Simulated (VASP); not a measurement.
Write the native input for VASP 6.6.1 that does the following.

```yaml
Task: single point
Functional: r2SCAN
Potentials_or_basis: VASP PAW PBE potentials, release 64 (Al)
Cutoff: 520 eV
k_mesh: 20 × 20 × 20
Occupations: gaussian, width 0.15 eV
Spin: no spin polarisation
Dipole_correction: no
Further_INCAR_settings: ALGO = Normal; EDIFF = 1e-06; NBANDS = 8
```

Crystal: Al.

```xyz
1
Lattice="-1.5674 1.5674 1.5435 1.5674 -1.5674 1.5435 1.5674 1.5674 -1.5435" Properties=species:S:1:pos:R:3 pbc="T T T"
Al    0.0000    0.0000    0.0000
```

This cell differs from its parent crystal: strain -0.015 along x and y, -0.030 along z.

The input as run:

POSCAR

```
Al
1.0
   -1.5673504096      1.5673504096      1.5434821293
    1.5673504096     -1.5673504096      1.5434821293
    1.5673504096      1.5673504096     -1.5434821293
Al
1
Direct
    0.0000000000      0.0000000000      0.0000000000
```

INCAR.step1

```
ALGO = Normal
EDIFF = 1E-4
ENCUT = 520
GGA = PE
ISMEAR = 0
LASPH = True
LCHARG = False
LREAL = False
LWAVE = True
NBANDS = 8
NELM = 100
PREC = Accurate
SIGMA = 0.15
```

INCAR.step2

```
ALGO = Normal
EDIFF = 1E-6
ENCUT = 520
ISIF = 2
ISMEAR = 0
ISTART = 1
LASPH = True
LCHARG = False
LMIXTAU = True
LREAL = False
LWAVE = False
METAGGA = R2SCAN
NBANDS = 8
NELM = 100
PREC = Accurate
SIGMA = 0.15
```

KPOINTS

```
k-points
0
Gamma
  20 20 20
```

Potentials or basis: VASP PAW PBE potentials, release 64 (Al).

Command:

```sh
$ cat potpaw_PBE.64/Al/POTCAR > POTCAR
$ cp INCAR.step1 INCAR
$ mpirun -np 1 vasp_std > vasp.out
$ cp INCAR.step2 INCAR
$ mpirun -np 1 vasp_std > vasp.out
```

It gave:

The pressure is 5.9 GPa.

Caveat: the cell differs from its parent crystal (strain -0.015 along x and y, -0.030 along z); the PAW data sets were made with another functional, which shifts forces and pressure a little.

Run time: 110 s on 1 thread of Intel(R) Xeon(R) Platinum 8488C (Sapphire Rapids) (shared host), peak memory 0.17 GiB.
